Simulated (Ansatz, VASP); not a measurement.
ZrTa3N4 in VASP and in Ansatz

```
Zr Ta N
1.0
     2.94864   -0.00860   -0.00838
    -1.48177    2.61918    0.01529
    -0.03265    0.04994   11.56029
Zr Ta N
1 3 4
Direct
  0.05849 0.03895 0.99922
  0.99588 0.99211 0.49706
  0.03987 0.04229 0.74503
  0.98978 0.95712 0.25522
  0.28562 0.65098 0.63782
  0.31641 0.65361 0.37053
  0.30833 0.65807 0.87076
  0.33896 0.67353 0.12436
```

Change from the starting cell: cell x1, atoms moved at random (sigma 0.1 Å) and cell strained at random (1.5 %), then relaxed without symmetry.

Alike in both runs: task relaxation of cell and atoms; functional PBE; k mesh 12 × 12 × 2; occupations gaussian, width 0.2 eV; no spin polarisation.

```csv
,VASP,Ansatz
version,VASP 6.6.1,Ansatz 0.2.0
potentials or method,"VASP PAW PBE potentials, release 64 (Zr_sv, Ta_pv, N), cutoff 600 eV","scalar-relativistic, plane waves, PAW"
valence electrons in the cell,65,71
```

```csv
,VASP,Ansatz,Ansatz less VASP
"gap on the k mesh at the Fermi level, each at its own relaxed structure (eV)",none,none,-
relaxed volume (Å³/atom),11.26,11.25,-0.014
relaxed length of the cell vector where the two differ most in proportion (Å),11.647,11.640,-0.0071
```

A gap of «none» marks a metal or a gap that the smearing closes. VASP's potentials hold 65 valence electrons a cell and Ansatz's 71, so a difference there can come from the potentials and not from the codes.

Neither program's run includes spin-orbit coupling.
